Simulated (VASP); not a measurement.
# Ti4C: single point with PBE

Slab: Ti4C, a slab with vacuum.

```
CELL_PARAMETERS angstrom
2.90765 0.00000 0.00000
0.00000 4.11204 0.00000
0.00000 0.00000 19.65381
ATOMIC_POSITIONS crystal
Ti 0.50000 0.50000 0.20352
Ti 0.00000 0.00000 0.27749
Ti 0.50000 0.50000 0.34395
Ti 0.00000 0.00000 0.41487
C 0.00000 0.40000 0.41042
```

```yaml
Program: VASP 6.6.1
Task: single point
Functional: PBE
Potentials_or_basis: VASP PAW PBE potentials, release 64 (Ti_sv, C)
Cutoff: 520 eV
k_mesh: 9 × 7 × 1
Occupations: gaussian, width 0.1 eV
Spin: no spin polarisation
```

```
Largest force          : 7.835 eV/Å
Band gap on the k mesh : zero (band 26 reaches 0.63 eV, above the bottom of band 27 at 0.46 eV)
```

Forces on the atoms (eV/Å):
```
Ti   0.000  0.108  0.417
Ti   0.000 -0.219 -1.712
Ti   0.000  0.681 -0.050
Ti   0.000 -7.716  1.358
C    0.000  7.146 -0.012
```

Levels at points of the mesh, in eV from the Fermi level:
| k point | band 24 | band 25 | band 26 | band 27 | band 28 | band 29 |
| --- | --- | --- | --- | --- | --- | --- |
| (0.00, 0.00, 0.00) | -1.03 | -0.37 | 0.12 | 0.20 | 0.29 | 0.64 |

It took 4.3 min on 1 thread of Intel(R) Xeon(R) 6975P-C (Granite Rapids), with other jobs on the host, peak memory 0.38 GiB.
